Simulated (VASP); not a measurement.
Set up this calculation in VASP 6.6.1, as the native input.

```
Task                   : single point
Functional             : PBE
Potentials or basis    : VASP PAW PBE potentials, release 64 (K_sv, Ag, S)
Cutoff                 : 500 eV
k mesh                 : 3 × 3 × 2
Occupations            : gaussian, width 0.1 eV
Spin                   : collinear spin
Starting moments       : [0.0, 0.0, 0.0, 0.0, 0.0, 1.0, 0.0, 0.0, 0.0] μB
Dipole correction      : no
Further INCAR settings : ALGO = Normal; EDIFF = 1e-06; NBANDS = 51
```

The structure of K5AgS3 lies in POSCAR:

```
K5AgS3
1.0
    6.6652934999      0.0000000000      0.0000000000
   -3.3326467499      5.7723134946      0.0000000000
    0.0000000000      0.0000000000     10.0821082667
K Ag S
5 1 3
Direct
    0.0000000000      0.0000000000      0.0000000000
    0.3333333333      0.6666666667      0.2775102478
    0.3333333333      0.6666666667      0.7224897522
    0.6666666667      0.3333333333      0.7224897522
    0.6666666667      0.3333333333      0.2775102478
    0.0000000000      0.0000000000      0.5000000000
    0.5000000000      0.0000000000      0.5000000000
    0.0000000000      0.5000000000      0.5000000000
    0.5000000000      0.5000000000      0.5000000000
```

The cell was built from a structure type or drawn by symmetry, and may not be a known phase.

The input as run:

INCAR

```
PREC = Accurate ; ENCUT = 500
EDIFF = 1E-6 ; ISMEAR = 0
SIGMA = 0.1 ; LREAL = F
LASPH = T ; NELM = 200
ALGO = Normal ; ISIF = 2
LWAVE = F ; LCHARG = F
ISPIN = 2 ; MAGMOM = 0 0 0 0 0 1 0 0 0
LORBIT = 11 ; LMAXMIX = 4
GGA = PE ; NBANDS = 51
GGA_COMPAT = F
```

KPOINTS

```
regular mesh
0
Gamma
  3 3 2
```

Potentials or basis: VASP PAW PBE potentials, release 64 (K_sv, Ag, S).

Launch:

```console
$ cat potpaw_PBE.64/K_sv/POTCAR potpaw_PBE.64/Ag/POTCAR potpaw_PBE.64/S/POTCAR > POTCAR
$ mpirun -np 1 vasp_std > vasp.out
```

Results of the run:

* Pressure: 0.1 GPa
* Largest force: 0.054 eV/Å
* Band gap on the k mesh: zero (filled and empty bands overlap)
* Net moment: 0.00 μB per cell
* Valence electrons inside the program's atomic spheres: K 7.53, 7.59 (each value once); Ag 9.62; S 3.63

Caveat: the k points lie up to 0.36 Å⁻¹ apart.

Run time: 11 min on 1 thread of Intel Xeon 8259CL, on a shared host, peak memory 0.72 GiB.
